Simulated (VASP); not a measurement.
**KF: single point with PBEsol**

The system is KF.

```xyz
2
Lattice="0.0000 2.4918 2.4918 2.4918 0.0000 2.4918 2.4918 2.4918 0.0000" Properties=species:S:1:pos:R:3 pbc="T T T"
K     0.0000    0.0000    0.0000
F     2.4918    2.4918    2.4918
```

```json
{
 "Program": "VASP 6.6.1",
 "Task": "single point",
 "Functional": "PBEsol",
 "Potentials or basis": "VASP PAW PBE potentials, release 64 (K_sv, F)",
 "Cutoff": "520 eV",
 "k mesh": "8 × 8 × 8",
 "Occupations": "gaussian, width 0.01 eV",
 "Spin": "no spin polarisation",
 "Dipole correction": "no",
 "Further INCAR settings": "ALGO = Normal; EDIFF = 1e-07; NBANDS = 15"
}
```

```
Pressure               : 10.3 GPa
Band gap on the k mesh : 7.19 eV (least direct gap 7.21 eV)
```

Levels at points of the mesh, in eV from the valence-band top:
| k point | band 6 | band 7 | band 8 | band 9 | band 10 | band 11 |
| --- | --- | --- | --- | --- | --- | --- |
| (0.00, 0.00, 0.00) | -0.03 | -0.03 | -0.03 | 7.19 | 11.11 | 11.11 |
| (0.50, 0.00, 0.00) | -1.11 | -0.61 | -0.61 | 9.78 | 12.06 | 13.02 |
| (0.50, 0.50, 0.00) | -0.04 | 0.00 | 0.00 | 8.11 | 11.41 | 13.38 |

Run time: 20 s on 1 thread of Intel Xeon 8259CL, with other jobs on the host, peak memory 0.16 GiB.

Caveat: the cell stands under pressure; the PAW data sets were made with another functional, which shifts forces and pressure a little. A k mesh can miss the band edges.
